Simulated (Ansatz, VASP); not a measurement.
One calculation of RbNa3Te2, two programs

Contents of INCAR:

```
SYSTEM = RbNa3Te2
PREC = Accurate ; ENCUT = 520
EDIFF = 1E-7 ; ISMEAR = 0
SIGMA = 0.1 ; LREAL = .FALSE.
LASPH = .TRUE. ; NELM = 60
ALGO = Fast ; ISIF = 2
LWAVE = .FALSE. ; LCHARG = .FALSE.
GGA = PE ; NBANDS = 30
```

KPOINTS

```
regular mesh
0
G
  3 3 4
  0 0 0
```

File POSCAR:

```
RbNa3Te2
1.0
    6.3764676600      0.0000000000      0.0000000000
   -3.1882338300      5.5221829800      0.0000000000
    0.0000000000      0.0000000000      4.9594579100
Rb Na Te
1 3 2
Direct
    0.0000000000      0.0000000000      0.0000000000
    0.5000000000      0.0000000000      0.5000000000
    0.5000000000      0.5000000000      0.5000000000
    0.0000000000      0.5000000000      0.5000000000
    0.6666666700      0.3333333300      0.0000000000
    0.3333333300      0.6666666700      0.0000000000
```

Input for Ansatz:

```yaml
crystal:
  lattice:
    - [6.37646766, 0.0, 0.0]
    - [-3.18823383, 5.52218298, 0.0]
    - [0.0, 0.0, 4.95945791]
  atoms:
    - { symbol: Rb, position: [0.0, 0.0, 0.0] }
    - { symbol: Na, position: [0.5, 0.0, 0.5] }
    - { symbol: Na, position: [0.5, 0.5, 0.5] }
    - { symbol: Na, position: [0.0, 0.5, 0.5] }
    - { symbol: Te, position: [0.66666667, 0.33333333, 0.0] }
    - { symbol: Te, position: [0.33333333, 0.66666667, 0.0] }
basis:
  ecutwfc: 420
kpoints:
  mp_grid: { grid: [3, 3, 4] }
hamiltonian:
  xc: pbe
scf:
  occupations: { method: gaussian, width: 0.1 }
  lower_state_search: "off"
output:
  forces: true
  stress: true
  eigenvalues: true
```

Change from the starting cell: species swapped into the CeAl3Pd2 type (P6/mmm, No. 191).

Alike in both runs: task single point; functional PBE; k mesh 3 × 3 × 4; occupations gaussian, width 0.1 eV; no spin polarisation.

```csv
,VASP,Ansatz
version,VASP 6.6.1,Ansatz 0.2.0
potentials or method,"VASP PAW PBE potentials, release 64 (Rb_sv, Na_pv, Te), cutoff 520 eV","scalar-relativistic, plane waves, PAW"
valence electrons in the cell,42,68
```

Ansatz gave:

- gap on the k mesh at the Fermi level (eV): none
- pressure (GPa): 5.0
- traceless stress, the component that is largest in VASP (GPa): -4.89

Estimate VASP's values.

gap on the k mesh at the Fermi level (eV): none; pressure (GPa): 5.1; traceless stress, the component that is largest in VASP (GPa): -4.83.

A gap of «none» marks a metal or a gap that the smearing closes. VASP's potentials hold 42 valence electrons a cell and Ansatz's 68, so a difference there can come from the potentials and not from the codes.

The k mesh is coarse, so the values compare programs but aren't converged. Neither program's run includes spin-orbit coupling.
